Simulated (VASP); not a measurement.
Runs of VASP 6.6.1 on Cr. The structure is that of space group P6/mmm (No. 191), or close to it. The cells are those of the table. This isn't the form of Cr at room conditions, which is bcc.

```tsv
spin	cell	k mesh	gap on the mesh (eV)	pressure (GPa)	moment (μB)
collinear	a = 4.365, b = 4.365, c = 2.360 Å, angles 90.0, 90.0, 120.0°, 3 atoms	10 × 10 × 15	none	-14.9	0.00
collinear	a = 4.311, b = 4.311, c = 2.330 Å, angles 90.0, 90.0, 120.0°, 3 atoms	10 × 10 × 15	none	(a)	0.01
collinear	a = 4.418, b = 4.418, c = 2.389 Å, angles 90.0, 90.0, 120.0°, 3 atoms	10 × 10 × 15	none	-20.2	0.00
collinear, ferromagnetic start	a = 4.255, b = 4.255, c = 2.300 Å, angles 90.0, 90.0, 120.0°, 3 atoms	11 × 11 × 18	none	(b)	0.14
```

Alike in all rows: task single point; level revPBE; potentials or basis VASP PAW PBE potentials, release 64 (Cr_pv); cutoff (eV) 520; smearing fermi-dirac 0.05 eV.

Question: Fill in the values left out.

Answer: (a) -8.3; (b) -0.1.

Caveats: the PAW data sets were made with another functional, which shifts forces and pressure a little; the cell stands under tension (at least some runs).

A gap of «none» marks levels without a gap at the run's occupations.
